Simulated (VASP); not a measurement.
# BN (rocksalt type) (Fm-3m) in VASP: further runs

Runs on BN (rocksalt type). Level: PBEsol. Tasks: single point.

Everything below comes from runs of VASP 6.6.1. Logs are shortened: lines on timing, memory, paths and dates and some standing lists are left out, and cuts for length are marked.

### 1 The cell of the first run

It takes space group Fm-3m (No. 225, cubic). The conventional cell has a = 2.854 Å, b = 2.854 Å, c = 2.854 Å, α = 90.00°, β = 90.00°, γ = 90.00°. B (site symmetry m-3m) has 6 N at 1.43 Å within 1.9 Å. Within 1.9 Å of N (site symmetry m-3m) lie 6 B at 1.43 Å.

### 2 Single point, PBEsol (2.90 Å³/atom)

The input, INCAR:

```
SYSTEM = BN
  PREC = Accurate
  ENCUT = 600
  EDIFF = 1E-6
  ISMEAR = -1
  SIGMA = 0.1
  LREAL = .FALSE.
  LASPH = .TRUE.
  NELM = 120
  ALGO = Normal
  ISIF = 2
  LWAVE = .FALSE.
  LCHARG = .FALSE.
  GGA = PS
  NBANDS = 11
  GGA_COMPAT = .FALSE.
```

The input, KPOINTS:

```
regular mesh
0
G
  15 15 15
  0 0 0
```

The input, POSCAR:

```
BN
1.0
    0.0000000000      1.4267564881      1.4267564881
    1.4267564881      0.0000000000      1.4267564881
    1.4267564881      1.4267564881      0.0000000000
B N
1 1
Direct
    0.0000000000      0.0000000000      0.0000000000
    0.5000000000      0.5000000000      0.5000000000
```

Potentials or basis: VASP PAW PBE potentials, release 64 (B, N).

On the command line:

```
$ cat potpaw_PBE.64/B/POTCAR potpaw_PBE.64/N/POTCAR > POTCAR
$ mpirun -np 1 vasp_std > vasp.out
```

OUTCAR:

```text
SYSTEM = BN
   PREC = Accurate
   ENCUT = 600
   EDIFF = 1E-6
   ISMEAR = -1
   LREAL = .FALSE.
   LASPH = .TRUE.
   NELM = 120
   ISIF = 2
   GGA = PS

 ion  position               nearest neighbor table
   1  0.000  0.000  0.000-   2 1.43   2 1.43   2 1.43   2 1.43   2 1.43   2 1.43
   2  0.500  0.500  0.500-   1 1.43   1 1.43   1 1.43   1 1.43   1 1.43   1 1.43

  LATTYP: Found a face centered cubic cell.
 ALAT       =     2.8535129762

  Lattice vectors:

 A1 = (   0.0000000000,   1.4267564881,   1.4267564881)
 A2 = (   1.4267564881,   0.0000000000,   1.4267564881)
 A3 = (   1.4267564881,   1.4267564881,   0.0000000000)

Analysis of symmetry for initial positions (statically):
=====================================================================
 Subroutine PRICEL returns:
 Original cell was already a primitive cell.

 Routine SETGRP: Setting up the symmetry group for a
 face centered cubic supercell.

 Subroutine GETGRP returns: Found 48 space group operations
 (whereof 48 operations were pure point group operations)
 out of a pool of 48 trial point group operations.

The static configuration has the point symmetry O_h .

Analysis of symmetry for dynamics (positions and initial velocities):
=====================================================================
 Subroutine PRICEL returns:
 Original cell was already a primitive cell.

 Routine SETGRP: Setting up the symmetry group for a
 face centered cubic supercell.

 Subroutine GETGRP returns: Found 48 space group operations
 (whereof 48 operations were pure point group operations)
 out of a pool of 48 trial point group operations.

The dynamic configuration has the point symmetry O_h .

 Subroutine INISYM returns: Found 48 space group operations
 (whereof 48 operations are pure point group operations),
 and found     1 'primitive' translations

----------------------------------------------------------------------------------------

                                     Primitive cell

  volume of cell :       5.8087

  direct lattice vectors                    reciprocal lattice vectors
     0.000000000  1.426756488  1.426756488    -0.350445226  0.350445226  0.350445226
     1.426756488  0.000000000  1.426756488     0.350445226 -0.350445226  0.350445226
     1.426756488  1.426756488  0.000000000     0.350445226  0.350445226 -0.350445226

  length of vectors
     2.017738376  2.017738376  2.017738376     0.606988937  0.606988937  0.606988937

  position of ions in fractional coordinates (direct lattice)
     0.000000000  0.000000000  0.000000000
     0.500000000  0.500000000  0.500000000

  ion indices of the primitive-cell ions
   primitive index   ion index
                 1           1
                 2           2

----------------------------------------------------------------------------------------

 KPOINTS: regular mesh

Automatic generation of k-mesh.
 Grid dimensions read from file:
 generate k-points for:   15   15   15

 Generating k-lattice:

  Cartesian coordinates                     Fractional coordinates (reciprocal lattice)
    -0.023363015  0.023363015  0.023363015     0.066666667  0.000000000  0.000000000
     0.023363015 -0.023363015  0.023363015     0.000000000  0.066666667  0.000000000
     0.023363015  0.023363015 -0.023363015     0.000000000  0.000000000  0.066666667

  Length of vectors
     0.040465929  0.040465929  0.040465929

  Shift w.r.t. Gamma in fractional coordinates (k-lattice)
     0.000000000  0.000000000  0.000000000

 Subroutine IBZKPT returns following result:
 ===========================================

 Found    120 irreducible k-points:

 Following reciprocal coordinates:
            Coordinates               Weight
  0.000000  0.000000  0.000000      1.000000
  0.066667  0.000000  0.000000      8.000000
  0.133333  0.000000  0.000000      8.000000
  0.200000  0.000000  0.000000      8.000000
  0.266667  0.000000  0.000000      8.000000
  0.333333  0.000000  0.000000      8.000000
[... 16 lines left out ...]
  0.133333  0.133333  0.000000      6.000000
  0.200000  0.133333  0.000000     24.000000
 [... further k-points ...]
   k-points           NKPTS =    120   k-points in BZ     NKDIM =    120   number of bands    NBANDS=     11
   number of dos      NEDOS =    301   number of ions     NIONS =      2
   total plane-waves  NPLWV =   4096
   dimension x,y,z NGX =    16 NGY =   16 NGZ =   16
   dimension x,y,z NGXF=    32 NGYF=   32 NGZF=   32
   ions per type =               1   1
   NGX,Y,Z   is equivalent  to a cutoff of  13.18, 13.18, 13.18 a.u.
   NGXF,Y,Z  is equivalent  to a cutoff of  26.37, 26.37, 26.37 a.u.
 SYSTEM =  BN
   PREC   = accura    normal or accurate (medium, high low for compatibility)
   ISTART =      0    job   : 0-new  1-cont  2-samecut
   ICHARG =      2    charge: 1-file 2-atom 10-const
   ISPIN  =      1    spin polarized calculation?
   LNONCOLLINEAR =      F non collinear calculations
   LSORBIT =      F    spin-orbit coupling
   LASPH  =      T    aspherical Exc in radial PAW
   ENCUT  =  600.0 eV  44.10 Ry    6.64 a.u.   4.03  4.03  4.03*2*pi/ulx,y,z
   NELM   =    120;   NELMIN=  2; NELMDL= -5     # of ELM steps
   EDIFF  = 0.1E-05   stopping-criterion for ELM
   LREAL  =      F    real-space projection
   EDIFFG = 0.1E-04   stopping-criterion for IOM
   NSW    =      0    number of steps for IOM
   IBRION =     -1    ionic relax: 0-MD 1-quasi-New 2-CG
   NFREE  =      0    steps in history (QN), initial steepest desc. (CG)
   ISIF   =      2    stress and relaxation
   ISYM   =      2    0-nonsym 1-usesym 2-fastsym
   POTIM  = 0.5000    time-step for ionic-motion
   TEBEG  =    0.0;   TEEND  =   0.0 temperature during run
   PSTRESS=    0.0 pullay stress
   NELECT =       8.0000    total number of electrons
   NUPDOWN=      -1.0000    fix difference up-down
   EMIN   =  10.00;   EMAX   =-10.00  energy-range for DOS
   EFERMI =   0.00;   METHOD = LEGACY
   ISMEAR =    -1;   SIGMA  =   0.10  broadening in eV -4-tet -1-fermi 0-gaus
   EFERMI_NEDOS =   21; number of points for ismear=-14 and -15
   IALGO  =     38    algorithm
   IMIX   =      4    mixing-type and parameters
     AMIX     =   0.40;   BMIX     =  1.00
     AMIX_MAG =   1.60;   BMIX_MAG =  1.00
  volume/ion in A,a.u.               =       2.90        19.60
  Fermi-wavevector in a.u.,A,eV,Ry     =   1.821426  3.441997 45.138611  3.317594
  Thomas-Fermi vector in A             =   2.877794
   LORBIT       =      0    0 simple, 1 ext, 2 COOP (PROOUT), +10 PAW based schemes
   GGA     = PS    functional components
   LHFCALC =     F    Hartree Fock is set to
   AEXX    =    0.0000 exact exchange contribution
   IVDW    =     0    specifies the selected vdW correction
   LEPSILON=     F    determine dielectric tensor
   LRPA    =     F    only Hartree local field effects (RPA)
 non-spin polarized calculation
  energy-cutoff  :      600.00
  volume of cell :        5.81
 maximum number of plane-waves:       202
   NGX =  9   NGY =  9   NGZ =  9

 number of electron       7.9999998 magnetization

 Free energy of the ion-electron system (eV)
  ---------------------------------------------------
  ext. energy  EPLUGINS =         0.00000000
  ---------------------------------------------------
  free energy    TOTEN  =        -8.24706156 eV

  energy without entropy =       -8.24706156  energy(sigma->0) =       -8.24706156

 E-fermi :  23.4352     XC(G=0): -17.1407

 val. band max:       21.3063891709   @ k =  -0.2000   0.1333   0.0000
 cond. band min:      27.8677472647   @ k =   0.3333   0.3333   0.0000
 fundamental gap:      6.5613580938
 Fermi energy:        23.4351790313

 k-point     1 :       0.0000    0.0000    0.0000
  band No.  band energies     occupation
      1     -11.6027      2.00000
      2      19.9639      2.00000
      3      19.9639      2.00000
      4      19.9639      2.00000
      5      40.6856      0.00000
      6      40.6856      0.00000
      7      40.6856      0.00000
      8      43.4745      0.00000
      9      43.4745      0.00000
     10      43.4745      0.00000
     11      48.3815      0.00000

 k-point     2 :       0.0667    0.0000    0.0000
  band No.  band energies     occupation
      1     -11.4246      2.00000
      2      19.1496      2.00000
      3      19.9111      2.00000
      4      19.9111      2.00000
      5      39.6367      0.00000
      6      39.6367      0.00000
      7      40.0855      0.00000
      8      43.1383      0.00000
      9      44.0611      0.00000
     10      44.0611      0.00000
     11      48.5170      0.00000

 k-point     3 :       0.1333    0.0000    0.0000
  band No.  band energies     occupation
      1     -10.8904      2.00000
      2      16.9411      2.00000
      3      19.7828      2.00000
      4      19.7828      2.00000
      5      37.3430      0.00000
      6      37.3430      0.00000
      7      38.8165      0.00000
      8      43.3130      0.00000
      9      45.6036      0.00000
     10      45.6036      0.00000
     11      48.9000      0.00000

 k-point     4 :       0.2000    0.0000    0.0000
  band No.  band energies     occupation
      1     -10.0034      2.00000
      2      13.8714      2.00000
      3      19.6495      2.00000
      4      19.6495      2.00000
      5      34.7514      0.00000
      6      34.7514      0.00000
      7      37.7428      0.00000
      8      44.1099      0.00000
      9      47.9852      0.00000
     10      47.9852      0.00000
     11      49.4710      0.00000
[... 239 lines left out ...]
 k-point    22 :      -0.0667    0.0667    0.0000
  band No.  band energies     occupation
      1     -11.1277      2.00000
      2      18.4839      2.00000
      3      18.6946      2.00000
      4      20.3690      2.00000
      5      37.3614      0.00000
      6      38.8508      0.00000
      7      39.6853      0.00000
      8      42.7741      0.00000
      9      44.1290      0.00000
     10      46.3259      0.00000
     11      48.7439      0.00000

 k-point    23 :       0.1333    0.1333    0.0000
  band No.  band energies     occupation
      1     -10.6530      2.00000
      2      17.8288      2.00000
      3      17.8288      2.00000
      4      19.8440      2.00000
      5      33.4212      0.00000
      6      37.8790      0.00000
      7      40.7217      0.00000
      8      40.7217      0.00000
      9      48.6821      0.00000
     10      48.9957      0.00000
     11      48.9957      0.00000

 k-point    24 :       0.2000    0.1333    0.0000
  band No.  band energies     occupation
      1     -10.0008      2.00000
      2      15.9700      2.00000
      3      17.0402      2.00000
      4      19.8696      2.00000
      5      31.2489      0.00000
      6      36.7460      0.00000
      7      40.1778      0.00000
      8      41.0918      0.00000
      9      48.7302      0.00000
     10      51.2341      0.00000
     11      51.5169      0.00000

 [... further k-points ...]
[... 5 lines left out ...]
  --------------------------------------------------------------------------------------
  -------------------------------------------------------------------------------------
  Total       26.1838059     26.1838059     26.1838059     -0.0000000     -0.0000000      0.0000000
  in kB     7222.1048829   7222.1048829   7222.1048829     -0.0000000     -0.0000000      0.0000000
  external PRESSURE =    7222.1048829 kB  Pullay stress =       0.0000000 kB

 VOLUME and BASIS-vectors are now :
 -----------------------------------------------------------------------------
  energy-cutoff  :      600.00
  volume of cell :        5.81
      direct lattice vectors                 reciprocal lattice vectors
     0.000000000  1.426756488  1.426756488    -0.350445226  0.350445226  0.350445226
     1.426756488  0.000000000  1.426756488     0.350445226 -0.350445226  0.350445226
     1.426756488  1.426756488  0.000000000     0.350445226  0.350445226 -0.350445226

 POSITION                                       TOTAL-FORCE (eV/Angst)
 -----------------------------------------------------------------------------------
      0.00000      0.00000      0.00000        -0.000000     -0.000000      0.000000
      1.42676      1.42676      1.42676         0.000000      0.000000     -0.000000
 -----------------------------------------------------------------------------------
    total drift:                                0.000000      0.000000      0.000000

  FREE ENERGIE OF THE ION-ELECTRON SYSTEM (eV)
  ---------------------------------------------------
  free  energy   TOTEN  =        -8.2470615613 eV

  energy  without entropy=       -8.2470615613  energy(sigma->0) =       -8.24706156
```

Run time: 6.1 s. Hardware: 1 thread of AMD EPYC 9R45 (Zen 5), shared host; peak memory 0.08 GiB.

The run converged, but its numbers aren't listed here, since they failed a check.

Caveat: the cell stands under pressure; the PAW data sets were made with another functional, which shifts forces and pressure a little; an odd mesh through Γ misses points on the zone boundary, where band edges can lie.

### 3 Single point, PBEsol (4.22 Å³/atom)

This run uses another cell than the first one, of 4.22 Å³/atom.

The input, INCAR:

```
PREC = Accurate ; ENCUT = 600
EDIFF = 1E-6 ; ISMEAR = -1
SIGMA = 0.1 ; LREAL = False
LASPH = True ; NELM = 120
ALGO = Normal ; ISIF = 2
LWAVE = False ; LCHARG = False
GGA = PS ; NBANDS = 11
GGA_COMPAT = False
```

The input, KPOINTS:

```
regular mesh
0
Gamma
  15 15 15
```

The input, POSCAR:

```
BN
1.0
    0.0000000000      1.6165617129      1.6165617129
    1.6165617129      0.0000000000      1.6165617129
    1.6165617129      1.6165617129      0.0000000000
B N
1 1
Direct
    0.0000000000      0.0000000000      0.0000000000
    0.5000000000      0.5000000000      0.5000000000
```

Potentials or basis: VASP PAW PBE potentials, release 64 (B, N).

On the command line:

```
$ cat potpaw_PBE.64/B/POTCAR potpaw_PBE.64/N/POTCAR > POTCAR
$ mpirun -np 1 vasp_std > vasp.out
```

Run time: 8.7 s. Hardware: 1 thread of AMD EPYC 9R45 (Zen 5), shared host; peak memory 0.09 GiB.

It converged, with:

```yaml
Free_energy: -14.2227 eV
Pressure: 137.0 GPa
Band_gap_on_the_k_mesh: 3.21 eV (least direct gap 6.74 eV)
```

Levels at points of the mesh, in eV from the valence-band top:
```tsv
k point	band 2	band 3	band 4	band 5	band 6	band 7
(0.00, 0.00, 0.00)	-1.04	-1.04	-1.04	14.57	14.57	14.57
```

Caveat: the cell stands under pressure; the PAW data sets were made with another functional, which shifts forces and pressure a little; an odd mesh through Γ misses points on the zone boundary, where band edges can lie.

(Part 1 of 2 ends here.)
